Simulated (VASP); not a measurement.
Wanted: the native input for a VASP 6.6.1 run.

| Quantity | Value |
| --- | --- |
| Task | single point |
| Functional | HSE06 |
| Potentials or basis | VASP PAW PBE potentials, release 64 (Ge_d) |
| Cutoff | 520 eV |
| k mesh | 6 × 6 × 6 |
| Occupations | fermi-dirac, width 0.05 eV |
| Spin | no spin polarisation |
| Dipole correction | no |
| Grid for exact exchange (PRECFOCK) | Normal |
| Further INCAR settings | ALGO = Normal; EDIFF = 1e-06; NBANDS = 13 |
| Share of exact exchange | 0.25 |
| Screening parameter | 0.2079 1/Å |

Ge:

```
Ge
1.0
    -1.61907    1.61907    1.88559
     1.61907   -1.61907    1.88559
     1.61907    1.61907   -1.88559
Ge
1
Direct
  0.50000 0.50000 0.00000
```

The input as run:

POSCAR

```
Ge
1.0
   -1.6190720985      1.6190720985      1.8855855271
    1.6190720985     -1.6190720985      1.8855855271
    1.6190720985      1.6190720985     -1.8855855271
Ge
1
Direct
    0.5000000000      0.5000000000      0.0000000000
```

INCAR.step1

```
PREC = Accurate
ENCUT = 520
EDIFF = 1E-5
ISMEAR = -1
SIGMA = 0.05
LREAL = F
LASPH = T
NELM = 80
ALGO = Normal
ISIF = 2
LWAVE = T
NBANDS = 13
GGA = PE
```

INCAR.step2

```
PREC = Accurate
ENCUT = 520
EDIFF = 1E-6
ISMEAR = -1
SIGMA = 0.05
LREAL = F
LASPH = T
NELM = 80
ALGO = Normal
ISIF = 2
LWAVE = F
LCHARG = T
GGA = PE
LHFCALC = T
HFSCREEN = 0.2079
PRECFOCK = Normal
LELF = T
LVHAR = T
NBANDS = 13
ISTART = 1
```

KPOINTS

```
Automatic mesh
0
Gamma
  6 6 6
```

Potentials or basis: VASP PAW PBE potentials, release 64 (Ge_d).

Run with:

```sh
$ cat potpaw_PBE.64/Ge_d/POTCAR > POTCAR
$ cp INCAR.step1 INCAR
$ mpirun -np 1 vasp_std > vasp.out
$ cp INCAR.step2 INCAR
$ mpirun -np 1 vasp_std > vasp.out
```

It gave:

```yaml
Pressure: -2.4 GPa
Band_gap_on_the_k_mesh: zero (bands 7 and 8 overlap by 12.43 eV)
```

Caveat: the k points lie up to 0.43 Å⁻¹ apart, too coarse for converged energies and pressures of a metal; the PAW data sets were made with another functional, which shifts forces and pressure a little.

It took 48 min on 1 thread of AMD EPYC 7R43 64-Core Processor (Zen 3), with other jobs on the host, peak memory 0.2 GiB.
